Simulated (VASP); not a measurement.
A run of VASP 6.6.1:

File INCAR:

```
SYSTEM = Pb
PREC = Accurate
ENCUT = 400
EDIFF = 1E-6
ISMEAR = 1
SIGMA = 0.05
LREAL = .FALSE.
LASPH = .TRUE.
NELM = 120
ALGO = Normal
ISIF = 2
LWAVE = .FALSE.
LCHARG = .FALSE.
LDIPOL = .TRUE.
IDIPOL = 3
DIPOL = 0.5 0.5 0.500
GGA = PE
NBANDS = 36
GGA_COMPAT = .FALSE.
NELMDL = -8
```

Contents of KPOINTS:

```
regular mesh
0
G
  5 5 1
  0 0 0
```

Contents of POSCAR:

```
Pb
1.0
    3.5002070000      0.0000000000      0.0000000000
    0.0000000000      3.5002070000      0.0000000000
    0.0000000000      0.0000000000     19.4250603158
Pb
4
Direct
    0.0000000000      0.0000000000      0.3088793498
    0.5000000000      0.5000000000      0.4362931166
    0.0000000000      0.0000000000      0.5637068834
    0.5000000000      0.5000000000      0.6911206502
```

Potentials or basis: VASP PAW PBE potentials, release 64 (Pb_d).

Launch:

```console
$ cat potpaw_PBE.64/Pb_d/POTCAR > POTCAR
$ mpirun -np 1 vasp_std > vasp.out
```

Hardware: 1 thread of Intel(R) Xeon(R) Platinum 8259CL CPU @ 2.50GHz (Skylake/Cascade Lake), with other jobs on the host.

**Question.** How long does it take, and how much memory?

**Answer.** It took 44 s on 1 thread of Intel(R) Xeon(R) Platinum 8259CL CPU @ 2.50GHz (Skylake/Cascade Lake) (shared host), peak memory 0.24 GiB. Counts: scf iterations 22, k points 6.
